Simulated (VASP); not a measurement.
# Ge (Fd-3m) in VASP: notebook, part 2 of 3

VASP 6.6.1.

### 3 Single point, r2SCAN (strain -1.5%)

The input, POSCAR:

```
Ge
1.0
    0.0000000000      2.7943204090      2.7943204090
    2.7943204090      0.0000000000      2.7943204090
    2.7943204090      2.7943204090      0.0000000000
Ge
2
Direct
    0.0000000000      0.0000000000      0.0000000000
    0.2500000000      0.2500000000      0.2500000000
```

The input, INCAR.step1:

```
PREC = Accurate ; ENCUT = 520
ISMEAR = 0 ; SIGMA = 0.01
LREAL = False ; LASPH = True
NELM = 80 ; NBANDS = 21
GGA = PE ; ALGO = Normal
EDIFF = 1E-4 ; LWAVE = True
LCHARG = False
```

The input, INCAR.step2:

```
PREC = Accurate ; ENCUT = 520
EDIFF = 1E-7 ; ISMEAR = 0
SIGMA = 0.01 ; LREAL = False
LASPH = True ; NELM = 80
ALGO = Normal ; ISIF = 2
LWAVE = False ; LCHARG = False
METAGGA = R2SCAN ; LMIXTAU = True
NBANDS = 21 ; ISTART = 1
```

The input, KPOINTS:

```
Automatic mesh
0
Gamma
  8 8 8
```

Potentials or basis: VASP PAW PBE potentials, release 64 (Ge_d).

The run is started by

```
cat potpaw_PBE.64/Ge_d/POTCAR > POTCAR
cp INCAR.step1 INCAR
mpirun -np 1 vasp_std > vasp.out
cp INCAR.step2 INCAR
mpirun -np 1 vasp_std > vasp.out
```

OUTCAR:

```text
PREC = Accurate
   ENCUT = 520
   EDIFF = 1E-7
   ISMEAR = 0
   LREAL = False
   LASPH = True
   NELM = 80
   ISIF = 2
   METAGGA = R2SCAN
   ISTART = 1

 ion  position               nearest neighbor table
   1  0.000  0.000  0.000-   2 2.42   2 2.42   2 2.42   2 2.42
   2  0.250  0.250  0.250-   1 2.42   1 2.42   1 2.42   1 2.42

  LATTYP: Found a face centered cubic cell.
 ALAT       =     5.5886408180

  Lattice vectors:

 A1 = (   0.0000000000,   2.7943204090,   2.7943204090)
 A2 = (   2.7943204090,   0.0000000000,   2.7943204090)
 A3 = (   2.7943204090,   2.7943204090,   0.0000000000)

Analysis of symmetry for initial positions (statically):
=====================================================================
 Subroutine PRICEL returns:
 Original cell was already a primitive cell.

 Routine SETGRP: Setting up the symmetry group for a
 face centered cubic supercell.

 Subroutine GETGRP returns: Found 48 space group operations
 (whereof 24 operations were pure point group operations)
 out of a pool of 48 trial point group operations.

The static configuration has the point symmetry T_d .
 The point group associated with its full space group is O_h .

Analysis of symmetry for dynamics (positions and initial velocities):
=====================================================================
 Subroutine PRICEL returns:
 Original cell was already a primitive cell.

 Routine SETGRP: Setting up the symmetry group for a
 face centered cubic supercell.

 Subroutine GETGRP returns: Found 48 space group operations
 (whereof 24 operations were pure point group operations)
 out of a pool of 48 trial point group operations.

The dynamic configuration has the point symmetry T_d .
 The point group associated with its full space group is O_h .

 Subroutine INISYM returns: Found 48 space group operations
 (whereof 24 operations are pure point group operations),
 and found     1 'primitive' translations

----------------------------------------------------------------------------------------

                                     Primitive cell

  volume of cell :      43.6374

  direct lattice vectors                    reciprocal lattice vectors
     0.000000000  2.794320409  2.794320409    -0.178934384  0.178934384  0.178934384
     2.794320409  0.000000000  2.794320409     0.178934384 -0.178934384  0.178934384
     2.794320409  2.794320409  0.000000000     0.178934384  0.178934384 -0.178934384

  length of vectors
     3.951765820  3.951765820  3.951765820     0.309923444  0.309923444  0.309923444

  position of ions in fractional coordinates (direct lattice)
     0.000000000  0.000000000  0.000000000
     0.250000000  0.250000000  0.250000000

  ion indices of the primitive-cell ions
   primitive index   ion index
                 1           1
                 2           2

----------------------------------------------------------------------------------------

 KPOINTS: Automatic mesh

Automatic generation of k-mesh.
 Grid dimensions read from file:
 generate k-points for:    8    8    8

 Generating k-lattice:

  Cartesian coordinates                     Fractional coordinates (reciprocal lattice)
    -0.022366798  0.022366798  0.022366798     0.125000000  0.000000000  0.000000000
     0.022366798 -0.022366798  0.022366798     0.000000000  0.125000000  0.000000000
     0.022366798  0.022366798 -0.022366798     0.000000000  0.000000000  0.125000000

  Length of vectors
     0.038740430  0.038740430  0.038740430

  Shift w.r.t. Gamma in fractional coordinates (k-lattice)
     0.000000000  0.000000000  0.000000000

 Subroutine IBZKPT returns following result:
 ===========================================

 Found     29 irreducible k-points:

 Following reciprocal coordinates:
            Coordinates               Weight
  0.000000  0.000000  0.000000      1.000000
  0.125000  0.000000  0.000000      8.000000
  0.250000  0.000000  0.000000      8.000000
  0.375000  0.000000  0.000000      8.000000
  0.500000  0.000000  0.000000      4.000000
  0.125000  0.125000  0.000000      6.000000
[... 16 lines left out ...]
  0.500000  0.250000  0.125000     48.000000
 -0.375000  0.250000  0.125000     24.000000
 [... further k-points ...]
   k-points           NKPTS =     29   k-points in BZ     NKDIM =     29   number of bands    NBANDS=     21
   number of dos      NEDOS =    301   number of ions     NIONS =      2
   total plane-waves  NPLWV =  27000
   dimension x,y,z NGX =    30 NGY =   30 NGZ =   30
   dimension x,y,z NGXF=    60 NGYF=   60 NGZF=   60
   ions per type =               2
   NGX,Y,Z   is equivalent  to a cutoff of  12.62, 12.62, 12.62 a.u.
   NGXF,Y,Z  is equivalent  to a cutoff of  25.24, 25.24, 25.24 a.u.
 SYSTEM =  unknown system
   PREC   = accura    normal or accurate (medium, high low for compatibility)
   ISTART =      1    job   : 0-new  1-cont  2-samecut
   ICHARG =      0    charge: 1-file 2-atom 10-const
   ISPIN  =      1    spin polarized calculation?
   LNONCOLLINEAR =      F non collinear calculations
   LSORBIT =      F    spin-orbit coupling
   LASPH  =      T    aspherical Exc in radial PAW
   ENCUT  =  520.0 eV  38.22 Ry    6.18 a.u.   7.35  7.35  7.35*2*pi/ulx,y,z
   NELM   =     80;   NELMIN=  2; NELMDL=  0     # of ELM steps
   EDIFF  = 0.1E-06   stopping-criterion for ELM
   LREAL  =      F    real-space projection
   EDIFFG = 0.1E-05   stopping-criterion for IOM
   NSW    =      0    number of steps for IOM
   IBRION =     -1    ionic relax: 0-MD 1-quasi-New 2-CG
   NFREE  =      0    steps in history (QN), initial steepest desc. (CG)
   ISIF   =      2    stress and relaxation
   ISYM   =      2    0-nonsym 1-usesym 2-fastsym
   POTIM  = 0.5000    time-step for ionic-motion
   TEBEG  =    0.0;   TEEND  =   0.0 temperature during run
   PSTRESS=    0.0 pullay stress
   NELECT =      28.0000    total number of electrons
   NUPDOWN=      -1.0000    fix difference up-down
   EMIN   =  10.00;   EMAX   =-10.00  energy-range for DOS
   EFERMI =   0.00;   METHOD = LEGACY
   ISMEAR =     0;   SIGMA  =   0.01  broadening in eV -4-tet -1-fermi 0-gaus
   EFERMI_NEDOS =   21; number of points for ismear=-14 and -15
   IALGO  =     38    algorithm
   IMIX   =      4    mixing-type and parameters
     AMIX     =   0.40;   BMIX     =  1.00
     AMIX_MAG =   1.60;   BMIX_MAG =  1.00
  volume/ion in A,a.u.               =      21.82       147.24
  Fermi-wavevector in a.u.,A,eV,Ry     =   1.412021  2.668334 27.127360  1.993805
  Thomas-Fermi vector in A             =   2.533813
   LORBIT       =      0    0 simple, 1 ext, 2 COOP (PROOUT), +10 PAW based schemes
   METAGGA = R2SCAN    functional components
   LHFCALC =     F    Hartree Fock is set to
   AEXX    =    0.0000 exact exchange contribution
   IVDW    =     0    specifies the selected vdW correction
   LEPSILON=     F    determine dielectric tensor
   LRPA    =     F    only Hartree local field effects (RPA)
 non-spin polarized calculation
 Gauss-broadening in eV      SIGMA  =   0.01
  energy-cutoff  :      520.00
  volume of cell :       43.64
 maximum number of plane-waves:      1211
 NGX is ok and might be reduce to    30
   NGX = 15   NGY = 15   NGZ = 15

 number of electron      28.0000025 magnetization

 Free energy of the ion-electron system (eV)
  ---------------------------------------------------
  ext. energy  EPLUGINS =         0.00000000
  ---------------------------------------------------
  free energy    TOTEN  =       -27.71270165 eV

  energy without entropy =      -27.71270165  energy(sigma->0) =      -27.71270165

 E-fermi :   5.2873     XC(G=0): -11.0127

 val. band max:        5.1736040150   @ k =   0.0000   0.0000   0.0000
 cond. band min:       5.7424495354   @ k =   0.5000   0.0000   0.0000
 fundamental gap:      0.5688455204
 Fermi energy:         5.2873167279

 k-point     1 :       0.0000    0.0000    0.0000
  band No.  band energies     occupation
      1     -20.3789      2.00000
      2     -20.3789      2.00000
      3     -20.3788      2.00000
      4     -20.3362      2.00000
      5     -20.3362      2.00000
      6     -20.0975      2.00000
[... 13 lines left out ...]
     20      15.2029      0.00000
     21      15.2029      0.00000

 k-point     2 :       0.1250    0.0000    0.0000
  band No.  band energies     occupation
      1     -20.3881      2.00000
      2     -20.3881      2.00000
      3     -20.3760      2.00000
      4     -20.3230      2.00000
      5     -20.3230      2.00000
      6     -20.1081      2.00000
[... 520 lines left out ...]
 k-point    24 :      -0.3750    0.2500    0.1250
  band No.  band energies     occupation
      1     -20.4310      2.00000
      2     -20.4175      2.00000
      3     -20.3242      2.00000
      4     -20.2643      2.00000
      5     -20.2479      2.00000
      6     -20.1868      2.00000
[... 13 lines left out ...]
     20      16.9271      0.00000
     21      17.5554      0.00000

 [... further k-points ...]
[... 5 lines left out ...]
  --------------------------------------------------------------------------------------
  -------------------------------------------------------------------------------------
  Total        1.0028304      1.0028304      1.0028304      0.0000000     -0.0000000      0.0000000
  in kB       36.8196356     36.8196356     36.8196356      0.0000000     -0.0000000      0.0000000
  external PRESSURE =      36.8196356 kB  Pullay stress =       0.0000000 kB

 VOLUME and BASIS-vectors are now :
 -----------------------------------------------------------------------------
  energy-cutoff  :      520.00
  volume of cell :       43.64
      direct lattice vectors                 reciprocal lattice vectors
     0.000000000  2.794320409  2.794320409    -0.178934384  0.178934384  0.178934384
     2.794320409  0.000000000  2.794320409     0.178934384 -0.178934384  0.178934384
     2.794320409  2.794320409  0.000000000     0.178934384  0.178934384 -0.178934384

 POSITION                                       TOTAL-FORCE (eV/Angst)
 -----------------------------------------------------------------------------------
      0.00000      0.00000      0.00000         0.000000      0.000000      0.000000
      1.39716      1.39716      1.39716        -0.000000     -0.000000     -0.000000
 -----------------------------------------------------------------------------------
    total drift:                                0.000000     -0.000000      0.000000

  FREE ENERGIE OF THE ION-ELECTRON SYSTEM (eV)
  ---------------------------------------------------
  free  energy   TOTEN  =       -27.7127016520 eV

  energy  without entropy=      -27.7127016520  energy(sigma->0) =      -27.71270165
```

It took 2.8 min on 1 thread of Intel Xeon 8259CL, shared host; peak memory 0.18 GiB.

Results:

```yaml
Free_energy: -27.7127 eV
Pressure: 3.7 GPa
Band_gap_on_the_k_mesh: 0.57 eV, indirect (least direct gap 0.77 eV)
```

Caveat: the cell differs from its parent crystal (strain -1.5%); the PAW data sets were made with another functional, which shifts forces and pressure a little.

### 4 Single point, r2SCAN

This run uses another cell than the first one, of 22.83 Å³/atom, 0.971 times its volume.

The input, POSCAR:

```
Ge
1.0
    0.0000000000      2.8368735117      2.8368735117
    2.8368735117      0.0000000000      2.8368735117
    2.8368735117      2.8368735117      0.0000000000
Ge
2
Direct
    0.0000000000      0.0000000000      0.0000000000
    0.2500000000      0.2500000000      0.2500000000
```

The input, INCAR.step1:

```
ALGO = Normal ; EDIFF = 1E-4
ENCUT = 520 ; GGA = PE
ISMEAR = -1 ; LASPH = T
LCHARG = F ; LREAL = F
LWAVE = T ; NBANDS = 21
NELM = 100 ; PREC = Accurate
SIGMA = 0.02
```

The input, INCAR.step2:

```
ALGO = Normal ; EDIFF = 1E-7
ENCUT = 520 ; ISIF = 2
ISMEAR = -1 ; ISTART = 1
LASPH = T ; LCHARG = T
LELF = T ; LMIXTAU = T
LREAL = F ; LVHAR = T
LWAVE = F ; METAGGA = R2SCAN
NBANDS = 21 ; NELM = 100
PREC = Accurate ; SIGMA = 0.02
```

The input, KPOINTS:

```
k-points
0
Gamma
  8 8 8
```

The run is started by

```
cat potpaw_PBE.64/Ge_d/POTCAR > POTCAR
cp INCAR.step1 INCAR
mpirun -np 1 vasp_std > vasp.out
cp INCAR.step2 INCAR
mpirun -np 1 vasp_std > vasp.out
```

Run time: 3.4 min. Hardware: 1 thread of Intel Xeon 8259CL, shared host; peak memory 0.18 GiB.

The run converged. Its results:

| Property | Result |
| --- | --- |
| Free energy | -27.7359 eV |
| Pressure | 0.0 GPa |
| Band gap on the k mesh | 0.32 eV, direct |

Levels at points of the mesh, in eV from the valence-band top:
| k point | band 10 | band 11 | band 12 | band 13 | band 14 | band 15 | band 16 | band 17 | band 18 | band 19 |
| --- | --- | --- | --- | --- | --- | --- | --- | --- | --- | --- |
| (0.00, 0.00, 0.00) | -25.21 | -13.24 | 0.00 | 0.00 | 0.00 | 0.32 | 2.71 | 2.71 | 2.71 | 7.04 |
| (0.50, 0.00, 0.00) | -25.19 | -11.07 | -7.83 | -1.47 | -1.47 | 0.42 | 3.99 | 3.99 | 7.65 | 11.15 |
| (0.50, 0.50, 0.00) | -25.18 | -9.18 | -9.18 | -3.20 | -3.20 | 0.98 | 0.98 | 10.03 | 10.03 | 12.26 |

Caveat: the PAW data sets were made with another functional, which shifts forces and pressure a little. A k mesh can miss the band edges.

(Part 2 of 3 ends here.)
